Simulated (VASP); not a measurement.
A run of VASP 6.6.1 is set up as follows.

Contents of INCAR:

```
  PREC = Accurate
  ENCUT = 520
  EDIFF = 1E-6
  ISMEAR = 0
  SIGMA = 0.15
  LREAL = False
  LASPH = True
  NELM = 100
  ALGO = Fast
  ISIF = 2
  LWAVE = False
  LCHARG = True
  GGA = PS
  LELF = True
  LVHAR = True
  NBANDS = 18
```

KPOINTS

```
Automatic mesh
0
Gamma
  18 18 10
```

The input POSCAR:

```
Au
1.0
    2.8129984581      0.0000000000      0.0000000000
   -1.4064992291      2.4361281255      0.0000000000
    0.0000000000      0.0000000000      4.9532000000
Au
2
Direct
    0.3333333333      0.6666666667      0.7500000000
    0.6666666667      0.3333333333      0.2500000000
```

Potentials or basis: VASP PAW PBE potentials, release 64 (Au).

The run is started by

```bash
$ cat potpaw_PBE.64/Au/POTCAR > POTCAR
$ mpirun -np 1 vasp_std > vasp.out
```

(1) Predict the band gap on the k mesh.

(2) What does it give for the pressure?

Results:

(1) zero (bands 11 and 12 overlap by 7.02 eV).

(2) 1.1 GPa.

Caveat: the cell differs from its parent crystal (strain -0.030 along x and y, +0.015 along z); the PAW data sets were made with another functional, which shifts forces and pressure a little; spin-orbit coupling is left out, which moves the levels of the heavy elements.
